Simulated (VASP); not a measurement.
# GeS (Pnma) in VASP: notebook

GeS is run at these levels: PBE+D3(BJ); tasks: single point, relaxation of shape and atoms at fixed volume.

All numbers are computed with VASP 6.6.1; they aren't measurements. Logs are shortened: lines on timing, memory, paths and dates and some standing lists are left out, and cuts for length are marked.

### 1 The cell of the first run

It takes space group Pnma (No. 62, orthorhombic). The conventional cell has a = 10.656 Å, b = 3.679 Å, c = 4.358 Å, α = 90.00°, β = 90.00°, γ = 90.00°. Within 3.5 Å of Ge (site symmetry m) lie 6 S at 2.46 to 3.32 Å and 2 Ge at 3.44 Å. Within 3.4 Å of S (site symmetry m) lie 6 Ge at 2.46 to 3.32 Å.

### 2 Single point, PBE+D3(BJ)

INCAR

```
ALGO = Normal
EDIFF = 1E-6
ENCUT = 500
GGA = PE
GGA_COMPAT = F
ISIF = 2
ISMEAR = 0
IVDW = 12
LASPH = T
LCHARG = F
LREAL = F
LWAVE = F
NBANDS = 50
NELM = 120
PREC = Accurate
SIGMA = 0.02
```

KPOINTS

```
k-points
0
Gamma
  4 8 6
```

POSCAR

```
GeS
1.0
   10.6563156411      0.0000000000      0.0000000000
    0.0000000000      3.6793767028      0.0000000000
    0.0000000000      0.0000000000      4.3580862076
Ge S
4 4
Direct
    0.1244538396      0.2500000000      0.1352405821
    0.3755461604      0.7500000000      0.6352405821
    0.6244538396      0.2500000000      0.3647594179
    0.8755461604      0.7500000000      0.8647594179
    0.8493944104      0.2500000000      0.4949234731
    0.6506055896      0.7500000000     -0.0050765269
    0.3493944104      0.2500000000      1.0050765269
    0.1506055896      0.7500000000      0.5050765269
```

Potentials or basis: VASP PAW PBE potentials, release 64 (Ge_d, S).

Command:

```
cat potpaw_PBE.64/Ge_d/POTCAR potpaw_PBE.64/S/POTCAR > POTCAR
mpirun -np 1 vasp_std > vasp.out
```

OUTCAR:

```text
EDIFF = 1E-6
   ENCUT = 500
   GGA = PE
   ISIF = 2
   ISMEAR = 0
   IVDW = 12
   LASPH = T
   LREAL = F
   NELM = 120
   PREC = Accurate
 IVDW          = 12

 ion  position               nearest neighbor table
   1  0.124  0.250  0.135-   8 2.46   8 2.46   7 2.46
   2  0.376  0.750  0.635-   7 2.46   7 2.46   8 2.46
   3  0.624  0.250  0.365-   6 2.46   6 2.46   5 2.46
   4  0.876  0.750  0.865-   5 2.46   5 2.46   6 2.46
   5  0.849  0.250  0.495-   4 2.46   4 2.46   3 2.46
   6  0.651  0.750  0.995-   3 2.46   3 2.46   4 2.46
   7  0.349  0.250  0.005-   2 2.46   2 2.46   1 2.46
   8  0.151  0.750  0.505-   1 2.46   1 2.46   2 2.46

  LATTYP: Found a simple orthorhombic cell.
 ALAT       =     3.6793767028
 B/A-ratio  =     1.1844631740
 C/A-ratio  =     2.8962284924

  Lattice vectors:

 A1 = (   0.0000000000,   3.6793767028,   0.0000000000)
 A2 = (   0.0000000000,   0.0000000000,   4.3580862076)
 A3 = (  10.6563156411,   0.0000000000,   0.0000000000)

Analysis of symmetry for initial positions (statically):
=====================================================================
 Subroutine PRICEL returns:
 Original cell was already a primitive cell.

 Routine SETGRP: Setting up the symmetry group for a
 simple orthorhombic supercell.

 Subroutine GETGRP returns: Found  8 space group operations
 (whereof  2 operations were pure point group operations)
 out of a pool of  8 trial point group operations.

The static configuration has the point symmetry S_2 .
 The point group associated with its full space group is D_2h.

Analysis of symmetry for dynamics (positions and initial velocities):
=====================================================================
 Subroutine PRICEL returns:
 Original cell was already a primitive cell.

 Routine SETGRP: Setting up the symmetry group for a
 simple orthorhombic supercell.

 Subroutine GETGRP returns: Found  8 space group operations
 (whereof  2 operations were pure point group operations)
 out of a pool of  8 trial point group operations.

The dynamic configuration has the point symmetry S_2 .
 The point group associated with its full space group is D_2h.

 Subroutine INISYM returns: Found  8 space group operations
 (whereof  2 operations are pure point group operations),
 and found     1 'primitive' translations

[... 109 lines left out ...]
   NSW    =      0    number of steps for IOM
   IBRION =     -1    ionic relax: 0-MD 1-quasi-New 2-CG
   NFREE  =      0    steps in history (QN), initial steepest desc. (CG)
   ISIF   =      2    stress and relaxation
   ISYM   =      2    0-nonsym 1-usesym 2-fastsym
   POTIM  = 0.5000    time-step for ionic-motion
   TEBEG  =    0.0;   TEEND  =   0.0 temperature during run
   PSTRESS=    0.0 pullay stress
   NELECT =      80.0000    total number of electrons
   NUPDOWN=      -1.0000    fix difference up-down
   EMIN   =  10.00;   EMAX   =-10.00  energy-range for DOS
   EFERMI =   0.00;   METHOD = LEGACY
   ISMEAR =     0;   SIGMA  =   0.02  broadening in eV -4-tet -1-fermi 0-gaus
   EFERMI_NEDOS =   21; number of points for ismear=-14 and -15
   IALGO  =     38    algorithm
   IMIX   =      4    mixing-type and parameters
     AMIX     =   0.40;   BMIX     =  1.00
     AMIX_MAG =   1.60;   BMIX_MAG =  1.00
  volume/ion in A,a.u.               =      21.36       144.14
  Fermi-wavevector in a.u.,A,eV,Ry     =   1.271196  2.402212 21.986181  1.615939
  Thomas-Fermi vector in A             =   2.404142
   LORBIT       =      0    0 simple, 1 ext, 2 COOP (PROOUT), +10 PAW based schemes
   GGA     = PE    functional components
   LHFCALC =     F    Hartree Fock is set to
   AEXX    =    0.0000 exact exchange contribution
   IVDW    =    12    specifies the selected vdW correction
   LEPSILON=     F    determine dielectric tensor
   LRPA    =     F    only Hartree local field effects (RPA)
 non-spin polarized calculation
 Gauss-broadening in eV      SIGMA  =   0.02
  energy-cutoff  :      500.00
  volume of cell :      170.87
 maximum number of plane-waves:      4372
 NGX is ok and might be reduce to    80
   NGX = 39   NGY = 13   NGZ = 15

 number of electron      80.0000039 magnetization

 Free energy of the ion-electron system (eV)
  ---------------------------------------------------
  ext. energy  EPLUGINS =         0.00000000
  ---------------------------------------------------
  free energy    TOTEN  =       -36.63899004 eV

  energy without entropy =      -36.63899004  energy(sigma->0) =      -36.63899004

 E-fermi :   4.6445     XC(G=0):  -9.9174

 val. band max:        4.5200631640   @ k =   0.0000   0.0000   0.3333
 cond. band min:       5.7500933392   @ k =   0.0000   0.0000   0.0000
 fundamental gap:      1.2300301751
 Fermi energy:         4.6445291852

 k-point     1 :       0.0000    0.0000    0.0000
  band No.  band energies     occupation
      1     -19.8189      2.00000
      2     -19.8165      2.00000
      3     -19.8120      2.00000
      4     -19.8105      2.00000
      5     -19.8098      2.00000
      6     -19.8088      2.00000
[... 1261 lines left out ...]
     49       9.3370      0.00000
     50       9.3370      0.00000

 [... further k-points ...]

------------------------ aborting loop because EDIFF is reached ----------------------------------------

 Edisp (eV)   -2.61802

 E8    (eV) :    -1.0684

  FORCE on cell =-STRESS in cart. coord.  units (eV):
  Direction    XX          YY          ZZ          XY          YZ          ZX
  --------------------------------------------------------------------------------------
  -------------------------------------------------------------------------------------
  Total      -0.10260    -0.10118    -0.08010     0.00000     0.00000     0.00000
  in kB      -0.96203    -0.94873    -0.75100     0.00000     0.00000     0.00000
  external pressure =       -0.89 kB  Pullay stress =        0.00 kB

 VOLUME and BASIS-vectors are now :
 -----------------------------------------------------------------------------
  energy-cutoff  :      500.00
  volume of cell :      170.87
      direct lattice vectors                 reciprocal lattice vectors
    10.656315641  0.000000000  0.000000000     0.093841064  0.000000000  0.000000000
     0.000000000  3.679376703  0.000000000     0.000000000  0.271785164  0.000000000
     0.000000000  0.000000000  4.358086208     0.000000000  0.000000000  0.229458517

 POSITION                                       TOTAL-FORCE (eV/Angst)
 -----------------------------------------------------------------------------------
      1.32622      0.91984      0.58939         0.001246      0.000000     -0.006628
      4.00194      2.75953      2.76843        -0.001246     -0.000000     -0.006628
      6.65438      0.91984      1.58965         0.001246      0.000000      0.006628
      9.33010      2.75953      3.76870        -0.001246      0.000000      0.006628
      9.05141      0.91984      2.15692        -0.001391     -0.000000     -0.005259
      6.93306      2.75953      4.33596         0.001391     -0.000000     -0.005259
      3.72326      0.91984      0.02212        -0.001391      0.000000      0.005259
      1.60490      2.75953      2.20117         0.001391     -0.000000      0.005259
 -----------------------------------------------------------------------------------
    total drift:                                0.000000      0.000000      0.000000

  FREE ENERGIE OF THE ION-ELECTRON SYSTEM (eV)
  ---------------------------------------------------
  free  energy   TOTEN  =       -39.2570073204 eV

  energy  without entropy=      -39.2570073204  energy(sigma->0) =      -39.25700732
```

OSZICAR:

```text
N       E                     dE             d eps       ncg     rms          rms(c)
DAV:   1     0.917672435223E+03    0.91767E+03   -0.35345E+04  7572   0.345E+03
DAV:   2     0.149464622706E+03   -0.76821E+03   -0.73438E+03  6000   0.940E+02
DAV:   3    -0.220110694805E+02   -0.17148E+03   -0.16301E+03  6930   0.227E+02
DAV:   4    -0.369104593437E+02   -0.14899E+02   -0.14629E+02  7196   0.731E+01
DAV:   5    -0.374402930276E+02   -0.52983E+00   -0.52780E+00  7236   0.140E+01    0.128E+01
DAV:   6    -0.366427059318E+02    0.79759E+00   -0.16081E+00  8494   0.668E+00    0.834E+00
DAV:   7    -0.366470133687E+02   -0.43074E-02   -0.64823E-01  7822   0.282E+00    0.207E+00
DAV:   8    -0.366384346463E+02    0.85787E-02   -0.70169E-02  8232   0.188E+00    0.402E-01
DAV:   9    -0.366388090703E+02   -0.37442E-03   -0.98915E-03  7334   0.647E-01    0.149E-01
DAV:  10    -0.366389252269E+02   -0.11616E-03   -0.86400E-04  7140   0.145E-01    0.689E-02
DAV:  11    -0.366389920792E+02   -0.66852E-04   -0.10777E-04  7960   0.607E-02    0.275E-02
DAV:  12    -0.366389880850E+02    0.39942E-05   -0.32947E-05  6802   0.265E-02    0.106E-02
DAV:  13    -0.366389901416E+02   -0.20566E-05   -0.90793E-06  6190   0.202E-02    0.479E-03
DAV:  14    -0.366389900360E+02    0.10562E-06   -0.10161E-06  4058   0.772E-03
   1 F= -.39257007E+02 E0= -.39257007E+02  d E =-.177904E-20
```

stdout:

```text
POSCAR found type information on POSCAR GeS
 POSCAR found :  2 types and       8 ions
 scaLAPACK will be used
 LDA part: xc-table for (Slater+PW92), standard interpolation
 POSCAR, INCAR and KPOINTS ok, starting setup
 FFT: planning ... GRIDC
 FFT: planning ... GRID_SOFT
 FFT: planning ... GRID
 WAVECAR not read
 entering main loop
```

It took 7.9 min on 1 thread of Intel Xeon Platinum 8259CL at 2.50GHz (Skylake/Cascade Lake), shared host; peak memory 0.5 GiB.

Results:

```yaml
Free_energy: -39.2570 eV
Pressure: -0.1 GPa
Largest_force: 0.007 eV/Å
Band_gap_on_the_k_mesh: 1.23 eV (least direct gap 1.26 eV)
Dispersion_energy_per_atom: -0.327 eV
```

Forces on the atoms (eV/Å):
```
Ge   0.001  0.000 -0.007
Ge  -0.001  0.000 -0.007
Ge   0.001  0.000  0.007
Ge  -0.001  0.000  0.007
S   -0.001  0.000 -0.005
S    0.001  0.000 -0.005
S   -0.001  0.000  0.005
S    0.001  0.000  0.005
```

### 3 Relaxation of shape and atoms at fixed volume, PBE+D3(BJ) (20.08 Å³/atom)

This run uses another cell than the first one, of 20.08 Å³/atom.

INCAR

```
  ALGO = Normal
  EDIFF = 1E-7
  EDIFFG = -0.01
  ENCUT = 500
  GGA = PE
  GGA_COMPAT = False
  IBRION = 2
  ISIF = 4
  ISMEAR = 0
  IVDW = 12
  LASPH = True
  LCHARG = False
  LREAL = False
  LWAVE = False
  NELM = 120
  NELMIN = 4
  NSW = 50
  PREC = Accurate
  SIGMA = 0.02
```

KPOINTS is that of step 2.

POSCAR

```
GeS
1.0
   10.4334821399      0.0000000000      0.0000000000
    0.0000000000      3.6360253317      0.0000000000
    0.0000000000      0.0000000000      4.2339802048
Ge S
4 4
Direct
    0.1235034140      0.2500000000      0.1310202733
    0.3764965860      0.7500000000      0.6310202733
    0.6235034140      0.2500000000      0.3689797267
    0.8764965860      0.7500000000      0.8689797267
    0.8506989042      0.2500000000      0.4934601018
    0.6493010958      0.7500000000     -0.0065398982
    0.3506989042      0.2500000000      1.0065398982
    0.1493010958      0.7500000000      0.5065398982
```

Potentials or basis: VASP PAW PBE potentials, release 64 (Ge_d, S).

Command:

```
cat potpaw_PBE.64/Ge_d/POTCAR potpaw_PBE.64/S/POTCAR > POTCAR
mpirun -np 1 vasp_std > vasp.out
```

Run time: 29 min. Hardware: 1 thread of Intel Xeon Platinum 8259CL at 2.50GHz (Skylake/Cascade Lake), shared host; peak memory 0.48 GiB.

It converged, with:

```yaml
Free_energy: -39.1650 eV
Energy_gained_by_relaxing: 1.8 meV/atom
Ionic_steps: 8
Pressure_after_relaxing: 2.0 GPa
Largest_force_after_relaxing: 0.008 eV/Å
Band_gap_on_the_k_mesh: 0.98 eV (least direct gap 1.20 eV)
Dispersion_energy_per_atom: -0.327 eV
```

Forces on the atoms (eV/Å):
```
Ge   0.002  0.000 -0.008
Ge  -0.002  0.000 -0.008
Ge   0.002  0.000  0.008
Ge  -0.002  0.000  0.008
S   -0.001  0.000  0.004
S    0.001  0.000  0.004
S   -0.001  0.000 -0.004
S    0.001  0.000 -0.004
```

Step by step:
```
step  energy change (eV)  largest force (eV/Å)  pressure (GPa)  volume (Å³)
   1              0.0000                0.2170            3.04       160.62
   2             -0.0100                0.1032            2.56       160.62
   3             -0.0131                0.0292            2.09       160.62
   4             -0.0131                0.0280            2.11       160.62
   5             -0.0141                0.0148            2.06       160.62
   6             -0.0145                0.0245            1.94       160.62
   7             -0.0147                0.0133            1.99       160.62
   8             -0.0148                0.0080            1.98       160.62
```

Final structure:
```
Ge S
1.0
    10.41013    0.00000    0.00000
     0.00000    3.66190    0.00000
     0.00000    0.00000    4.21350
Ge S
4 4
Direct
  0.12167 0.25000 0.12796
  0.37833 0.75000 0.62796
  0.62167 0.25000 0.37204
  0.87833 0.75000 0.87204
  0.85194 0.25000 0.49144
  0.64806 0.75000 0.99144
  0.35194 0.25000 0.00856
  0.14806 0.75000 0.50856
```

Levels at points of the mesh, in eV from the valence-band top:
```
           k point  band 38  band 39  band 40  band 41  band 42  band 43
(0.00, 0.00, 0.00)    -0.99    -0.90    -0.21     0.98     2.68     2.81
(0.50, 0.00, 0.00)    -2.02    -0.49    -0.49     2.45     2.45     2.65
(0.00, 0.50, 0.00)    -1.37    -1.10    -1.10     1.40     1.40     1.57
(0.50, 0.50, 0.00)    -1.45    -1.45    -1.45     1.76     1.76     1.76
(0.00, 0.00, 0.50)    -0.90    -0.23    -0.23     1.61     1.61     2.51
(0.50, 0.00, 0.50)    -0.68    -0.25    -0.25     1.56     1.56     2.41
(0.00, 0.50, 0.50)    -2.40    -1.49    -1.49     3.11     3.11     3.42
(0.50, 0.50, 0.50)    -1.58    -1.58    -1.58     2.81     2.81     2.81
```
